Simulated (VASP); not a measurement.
# As (R-3m) in VASP: notebook, part 2 of 2

VASP 6.6.1.

## Step 3: Relaxation of cell and atoms, PBE+D3(BJ)

The input, INCAR:

```
ALGO = Normal
EDIFF = 1E-6
EDIFFG = -0.001
ENCUT = 600
GGA = PE
IBRION = 2
ISIF = 3
ISMEAR = -1
IVDW = 12
LASPH = T
LCHARG = F
LREAL = F
LWAVE = F
NELM = 60
NSW = 80
PREC = Accurate
SIGMA = 0.15
```

The input, KPOINTS:

```
k-points
0
Gamma
  15 15 15
```

The input, POSCAR:

```
As
1.0
    1.8914380025      1.0920222399      3.3713915096
   -1.8914380025      1.0920222399      3.3713915096
    0.0000000000     -2.1840444798      3.3713915096
As
2
Direct
    0.7697136435      0.7697136435      0.7697136435
    0.2302863565      0.2302863565      0.2302863565
```

Potentials or basis: VASP PAW PBE potentials, release 64 (As).

Launch:

```console
cat potpaw_PBE.64/As/POTCAR > POTCAR
mpirun -np 1 vasp_std > vasp.out
```

OUTCAR:

```text
EDIFF = 1E-6
   EDIFFG = -0.001
   ENCUT = 600
   GGA = PE
   IBRION = 2
   ISIF = 3
   ISMEAR = -1
   IVDW = 12
   LASPH = T
   LREAL = F
   NELM = 60
   NSW = 80
   PREC = Accurate
 IVDW          = 12

 ion  position               nearest neighbor table
   1  0.770  0.770  0.770-   2 2.53   2 2.53   2 2.53
   2  0.230  0.230  0.230-   1 2.53   1 2.53   1 2.53

  LATTYP: Found a trigonal (rhomboedric) cell.
 ALAT       =     4.0170052279
 COS(alpha) =     0.5565859777

  Lattice vectors:

 A1 = (   1.8914380025,   1.0920222399,   3.3713915096)
 A2 = (  -1.8914380025,   1.0920222399,   3.3713915096)
 A3 = (   0.0000000000,  -2.1840444798,   3.3713915096)

Analysis of symmetry for initial positions (statically):
=====================================================================
 Subroutine PRICEL returns:
 Original cell was already a primitive cell.

 Routine SETGRP: Setting up the symmetry group for a
[... 376 lines left out ...]
  ext. energy  EPLUGINS =         0.00000000
  ---------------------------------------------------
  free energy    TOTEN  =        -9.31799364 eV

  energy without entropy =       -9.29479290  energy(sigma->0) =       -9.30639327

 E-fermi :   5.7339     XC(G=0): -10.1244

 val. band max:        5.7002312771   @ k =   0.3333   0.1333   0.1333
 cond. band min:       5.7609400183   @ k =   0.3333   0.2000   0.2000
 fundamental gap:      0.0607087411
 Fermi energy:         5.7338706916

 k-point     1 :       0.0000    0.0000    0.0000
  band No.  band energies     occupation
      1      -9.3786      2.00000
      2       0.1387      2.00000
      3       3.3246      2.00000
      4       3.6706      2.00000
      5       3.6706      2.00000
      6       7.8770      0.00000
      7       8.8644      0.00000
      8       8.8644      0.00000
      9      12.2184      0.00000
[... 265 lines left out ...]
 k-point    24 :       0.2000    0.1333   -0.0000
  band No.  band energies     occupation
      1      -8.8715      2.00000
      2      -1.3919      2.00000
      3       2.5094      2.00000
      4       2.9620      2.00000
      5       4.9517      1.98919
      6       6.7579      0.00217
      7       8.3795      0.00000
      8       9.3150      0.00000
      9      11.0752      0.00000

 [... further k-points ...]

------------------------ aborting loop because EDIFF is reached ----------------------------------------

 Edisp (eV)   -0.86497

 E8    (eV) :    -0.3664
[... 25 lines left out ...]
  FREE ENERGIE OF THE ION-ELECTRON SYSTEM (eV)
  ---------------------------------------------------
  free  energy   TOTEN  =       -10.1829672552 eV

  energy  without entropy=      -10.1597665087  energy(sigma->0) =      -10.17136688

 reached required accuracy - stopping structural energy minimisation
```

CONTCAR:

```text
As
   1.00000000000000
     1.8924990776660873    1.0926348519327729    3.3725432884306357
    -1.8924990776660873    1.0926348519327729    3.3725432884306357
     0.0000000000000000   -2.1852697038655458    3.3725432884306357
  As
     2
Direct
     0.7693550679094219    0.7693550679094219    0.7693550679094219
     0.2306449320905782    0.2306449320905782    0.2306449320905782

  0.00000000E+00  0.00000000E+00  0.00000000E+00
  0.00000000E+00  0.00000000E+00  0.00000000E+00
```

It took 5.5 min on 1 thread of AMD EPYC 9R45 (Zen 5), shared host; peak memory 0.28 GiB.

Results:

| Quantity | Value |
| --- | --- |
| Free energy | -10.1830 eV |
| Relaxed volume | 20.92 Å³/atom |
| Relaxed cell | a = 4.019 Å, b = 4.019 Å, c = 4.019 Å, α = 56.19°, β = 56.19°, γ = 56.19° |
| Space group after relaxing (to 0.1 Å) | R-3m (No. 166) |
| Energy gained by relaxing | 0.1 meV/atom |
| Ionic steps | 17 |
| Pressure after relaxing | 0.0 GPa |
| Band gap on the k mesh | zero (bands 5 and 6 overlap by 0.14 eV) |
| Dispersion energy per atom | -0.432 eV |

Step by step:
```
step  energy change (eV)  largest force (eV/Å)  pressure (GPa)  volume (Å³)
   1              0.0000                0.0617            0.30        41.78
   2             -0.0001                0.0164           -0.29        42.01
   3             -0.0002                0.0164           -0.06        41.92
   4             -0.0002                0.0152           -0.06        41.92
   5             -0.0002                0.0126           -0.07        41.93
   6             -0.0002                0.0143           -0.08        41.92
   7             -0.0003                0.0056           -0.04        41.89
   8             -0.0003                0.0002           -0.02        41.86
   9             -0.0003                0.0006           -0.02        41.86
  10             -0.0003                0.0013           -0.02        41.86
  11             -0.0003                0.0027            0.02        41.84
  12             -0.0003                0.0023            0.02        41.84
  13             -0.0003                0.0020            0.01        41.84
  14             -0.0003                0.0022           -0.01        41.84
  15             -0.0003                0.0026            0.01        41.84
  16             -0.0003                0.0023            0.01        41.84
  17             -0.0003                0.0003            0.00        41.84
```

Final structure:
```cif
data_structure
_symmetry_space_group_name_H-M 'P 1'
_symmetry_Int_Tables_number 1
_cell_length_a 4.0186
_cell_length_b 4.0186
_cell_length_c 4.0186
_cell_angle_alpha 56.189
_cell_angle_beta 56.189
_cell_angle_gamma 56.189
_cell_volume 41.84
loop_
_atom_site_label
_atom_site_type_symbol
_atom_site_fract_x
_atom_site_fract_y
_atom_site_fract_z
_atom_site_occupancy
As1 As 0.76936 0.76936 0.76936 1
As2 As 0.23064 0.23064 0.23064 1
```

## Step 4: Relaxation of the atoms, PBE+D3(BJ)

This run uses another cell than the first one, of 21.53 Å³/atom.

The input, INCAR:

```
SYSTEM = As
  PREC = Accurate
  ENCUT = 520
  EDIFF = 1E-6
  ISMEAR = 0
  SIGMA = 0.1
  LREAL = .False.
  LASPH = .True.
  NELM = 100
  ALGO = Normal
  ISIF = 2
  LWAVE = .False.
  LCHARG = .False.
  GGA = PE
  IVDW = 12
  IBRION = 2
  NSW = 60
  EDIFFG = -0.01
```

The input, KPOINTS:

```
regular mesh
0
Gamma
  15 15 15
  0 0 0
```

The input, POSCAR:

```
As
1.0
    1.8807968987      1.0858785957      3.5140619945
   -1.8807968987      1.0858785957      3.5140619945
    0.0000000000     -2.1717571915      3.5140619945
As
2
Direct
    0.7740000000      0.7740000000      0.7740000000
    0.2260000000      0.2260000000      0.2260000000
```

Potentials or basis: VASP PAW PBE potentials, release 64 (As).

Launch:

```console
cat potpaw_PBE.64/As/POTCAR > POTCAR
mpirun -np 1 vasp_std > vasp.out
```

OUTCAR:

```text
SYSTEM = As
   PREC = Accurate
   ENCUT = 520
   EDIFF = 1E-6
   ISMEAR = 0
   LREAL = .False.
   LASPH = .True.
   NELM = 100
   ISIF = 2
   GGA = PE
   IVDW = 12
   IBRION = 2
   NSW = 60
   EDIFFG = -0.01
 IVDW          = 12

 ion  position               nearest neighbor table
   1  0.774  0.774  0.774-   2 2.51   2 2.51   2 2.51
   2  0.226  0.226  0.226-   1 2.51   1 2.51   1 2.51

  LATTYP: Found a trigonal (rhomboedric) cell.
 ALAT       =     4.1310000000
 COS(alpha) =     0.5854247172

  Lattice vectors:

 A1 = (   1.8807968987,   1.0858785957,   3.5140619945)
 A2 = (  -1.8807968987,   1.0858785957,   3.5140619945)
 A3 = (   0.0000000000,  -2.1717571915,   3.5140619945)

Analysis of symmetry for initial positions (statically):
=====================================================================
 Subroutine PRICEL returns:
 Original cell was already a primitive cell.

 Routine SETGRP: Setting up the symmetry group for a
 trigonal (rhombohedral) supercell.

 Subroutine GETGRP returns: Found 12 space group operations
 (whereof 12 operations were pure point group operations)
 out of a pool of 12 trial point group operations.

The static configuration has the point symmetry D_3d.

Analysis of symmetry for dynamics (positions and initial velocities):
=====================================================================
 Subroutine PRICEL returns:
 Original cell was already a primitive cell.
[... 150 lines left out ...]

 Free energy of the ion-electron system (eV)
  ---------------------------------------------------
  ext. energy  EPLUGINS =         0.00000000
  ---------------------------------------------------
  free energy    TOTEN  =        -9.31195155 eV

  energy without entropy =       -9.31105346  energy(sigma->0) =       -9.31150250

------------------------ aborting loop because EDIFF is reached ----------------------------------------

 Edisp (eV)   -0.83946

 E8    (eV) :    -0.3557
[... 71 lines left out ...]
--------------------------------------- Ionic step        3  -------------------------------------------

 number of electron       9.9999999 magnetization

 Free energy of the ion-electron system (eV)
  ---------------------------------------------------
  ext. energy  EPLUGINS =         0.00000000
  ---------------------------------------------------
  free energy    TOTEN  =        -9.32510721 eV

  energy without entropy =       -9.32426586  energy(sigma->0) =       -9.32468653

 E-fermi :   5.5310     XC(G=0):  -9.9789

 val. band max:        5.4871762619   @ k =   0.3333   0.2000   0.2000
 cond. band min:       5.5400055486   @ k =   0.4000   0.0667   0.0667
 fundamental gap:      0.0528292867
 Fermi energy:         5.5309901230

 k-point     1 :       0.0000    0.0000    0.0000
  band No.  band energies     occupation
      1      -9.5192      2.00000
      2      -0.3971      2.00000
      3       2.8327      2.00000
      4       3.5451      2.00000
      5       3.5451      2.00000
      6       7.3421      0.00000
      7       8.4306      0.00000
      8       8.4306      0.00000
      9      12.2477      0.00000
[... 265 lines left out ...]
 k-point    24 :       0.2000    0.1333   -0.0000
  band No.  band energies     occupation
      1      -9.0278      2.00000
      2      -1.7517      2.00000
      3       2.1402      2.00000
      4       2.8256      2.00000
      5       4.4629      2.00000
      6       6.6013      0.00000
      7       7.9951      0.00000
      8       8.8826      0.00000
      9      10.9533      0.00000

 [... further k-points ...]

------------------------ aborting loop because EDIFF is reached ----------------------------------------

 Edisp (eV)   -0.83939

 E8    (eV) :    -0.3556
[... 25 lines left out ...]
  FREE ENERGIE OF THE ION-ELECTRON SYSTEM (eV)
  ---------------------------------------------------
  free  energy   TOTEN  =       -10.1644946954 eV

  energy  without entropy=      -10.1636533425  energy(sigma->0) =      -10.16407402

 reached required accuracy - stopping structural energy minimisation
```

Wall time 57 s (1 thread of Intel Xeon 6975P-C (Granite Rapids), shared host); peak memory 0.28 GiB.

Results:

```
Free energy                : -10.1645 eV
Energy gained by relaxing  : 6.5 meV/atom
Ionic steps                : 3
Pressure after relaxing    : -0.5 GPa
Band gap on the k mesh     : zero (bands 5 and 6 overlap by 0.39 eV)
Dispersion energy per atom : -0.420 eV
```

Stress tensor (GPa, compression positive):
```
 0.09  0.00  0.00
 0.00  0.09  0.00
 0.00  0.00 -1.65
```

The path:
| step | energy change (eV) | largest force (eV/Å) | pressure (GPa) |
| --- | --- | --- | --- |
| 1 | 0.0000 | 0.4846 | 0.93 |
| 2 | -0.0128 | 0.0693 | -0.28 |
| 3 | -0.0131 | 0.0003 | -0.49 |

Final structure:
```yaml
crystal:
  lattice:
    - [1.88080, 1.08588, 3.51406]
    - [-1.88080, 1.08588, 3.51406]
    - [0.00000, -2.17176, 3.51406]
  atoms:
    - { symbol: As, position: [0.77139, 0.77139, 0.77139] }
    - { symbol: As, position: [0.22861, 0.22861, 0.22861] }
```

## Step 5: Overview

```tsv
task	cell	cutoff (eV)	smearing	gap on the mesh (eV)	pressure (GPa)
single point	a = 4.020 Å, angles 56.1°, 2 atoms, atomic positions A	520	fermi-dirac 0.15 eV	none	0.3
relaxation of cell and atoms	relaxed from a = 4.017 Å, angles 56.2°, 2 atoms, atomic positions B	600	fermi-dirac 0.15 eV	none	0.0
relaxation of the atoms	atoms relaxed from a = 4.131 Å, angles 54.2°, 2 atoms, atomic positions C	520	gaussian 0.1 eV	none	-0.5
```

Alike in all rows: level PBE+D3(BJ); potentials or basis VASP PAW PBE potentials, release 64 (As); no spin polarisation; k mesh 15 × 15 × 15.

Absolute energies hang on the potentials; compare differences alone.

The gap in the log of VASP goes by the Fermi energy; the results here count the filled bands.